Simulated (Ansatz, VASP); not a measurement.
## KF: VASP beside Ansatz

```
K F
1.0
     0.00000    2.46414    2.46414
     2.46414    0.00000    2.46414
     2.46414    2.46414    0.00000
K F
1 1
Direct
  0.00000 0.00000 0.00000
  0.50000 0.50000 0.50000
```

Change from the starting cell: volume scaled by 0.8, PAW files.

Alike in both runs: task electric field gradients; functional PBEsol; k mesh 9 × 9 × 9; occupations fermi-dirac, width 0.03 eV; no spin polarisation.

|  | VASP | Ansatz |
| --- | --- | --- |
| version | VASP 6.6.1 | Ansatz 0.2.0 |
| potentials or method | VASP PAW PBE potentials, release 64 (K_sv, F) | PAW with Ansatz's default frozen-core files, scalar-relativistic |
| plane-wave cutoff (eV) | 520 | 420 |
| valence electrons in the cell | 16 | 16 |

VASP gave:

| Item | Value |
| --- | --- |
| gap on the k mesh at the Fermi level (eV) | 7.39 |
| pressure (GPa) | 13.2 |

Q: Which values does Ansatz return?

A: gap on the k mesh at the Fermi level (eV): 7.41; pressure (GPa): 12.8.

VASP's potentials were made for PBE, not for PBEsol. The functional is the same, so the differences come from potentials, cutoffs and numerics.
